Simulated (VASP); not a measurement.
# LiF: single point with PBE

The system is LiF.

```xyz
4
Lattice="3.1119 0.0000 0.0000 -1.5560 2.6950 0.0000 0.0000 0.0000 5.3419" Properties=species:S:1:pos:R:3 pbc="T T T"
Li    0.0000    1.7967    2.0356
Li    1.5560    0.8983    4.7066
F     0.0000    1.7967    5.3095
F     1.5560    0.8983    2.6385
```

This cell differs from its parent crystal: volume 11.200 Å^3 an atom, c/a of the conventional cell 1.7166.

```
Program                : VASP 6.6.1
Task                   : single point
Functional             : PBE
Potentials or basis    : VASP PAW PBE potentials, release 64 (Li_sv, F)
Cutoff                 : 520 eV
k mesh                 : 9 × 9 × 6
Occupations            : gaussian, width 0.05 eV
Spin                   : no spin polarisation
Dipole correction      : no
Further INCAR settings : ALGO = Normal; EDIFF = 1e-06; NBANDS = 18
```

```json
{
  "Largest force": "0.119 eV/Å",
  "Band gap on the k mesh": "7.27 eV, direct"
}
```

Forces in eV/Å, atoms in the order of the input:
```
Li   0.000  0.000 -0.119
Li   0.000  0.000 -0.119
F    0.000  0.000  0.119
F    0.000  0.000  0.119
```

Levels at points of the mesh, in eV from the valence-band top:
```
           k point  band 7  band 8  band 9  band 10  band 11  band 12  band 13  band 14
(0.00, 0.00, 0.00)   -0.18    0.00    0.00     0.00     7.27    10.97    13.80    17.97
(0.00, 0.00, 0.50)   -0.09   -0.09   -0.09    -0.09     8.77     8.77    15.97    15.97
```

Wall time 55 s on 1 thread of AMD EPYC 7R43 64-Core Processor (Zen 3) (shared host), peak memory 0.13 GiB.

 A k mesh can miss the band edges.
